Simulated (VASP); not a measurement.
Wanted: the native input for a VASP 6.6.1 run.

```
Task                   : single point
Functional             : PBE
Potentials or basis    : VASP PAW PBE potentials, release 64 (Al)
Cutoff                 : 520 eV
k mesh                 : 20 × 20 × 20
Occupations            : gaussian, width 0.15 eV
Spin                   : no spin polarisation
Dipole correction      : no
Further INCAR settings : ALGO = Fast; EDIFF = 1e-06; NBANDS = 8
```

The structure of Al lies in POSCAR:

```
Al
1.0
    0.0000000000      2.1049392000      2.1858984000
    2.1049392000      0.0000000000      2.1858984000
    2.1049392000      2.1049392000      0.0000000000
Al
1
Direct
    0.0000000000      0.0000000000      0.0000000000
```

This cell differs from its parent crystal: strain +0.040 along x and y, +0.080 along z.

One way to write it, as run:

INCAR

```
PREC = Accurate ; ENCUT = 520
EDIFF = 1E-6 ; ISMEAR = 0
SIGMA = 0.15 ; LREAL = F
LASPH = T ; NELM = 60
ALGO = Fast ; ISIF = 2
LWAVE = F ; LCHARG = F
GGA = PE ; NBANDS = 8
```

KPOINTS

```
regular mesh
0
Gamma
  20 20 20
```

Potentials or basis: VASP PAW PBE potentials, release 64 (Al).

The run is started by

```sh
$ cat potpaw_PBE.64/Al/POTCAR > POTCAR
$ mpirun -np 1 vasp_std > vasp.out
```

Results of the run:

```yaml
Pressure: -8.4 GPa
```

Caveat: the cell differs from its parent crystal (strain +0.040 along x and y, +0.080 along z).

Run time: 2 min on 1 thread of AMD EPYC 9R45, with other jobs on the host, peak memory 0.17 GiB.
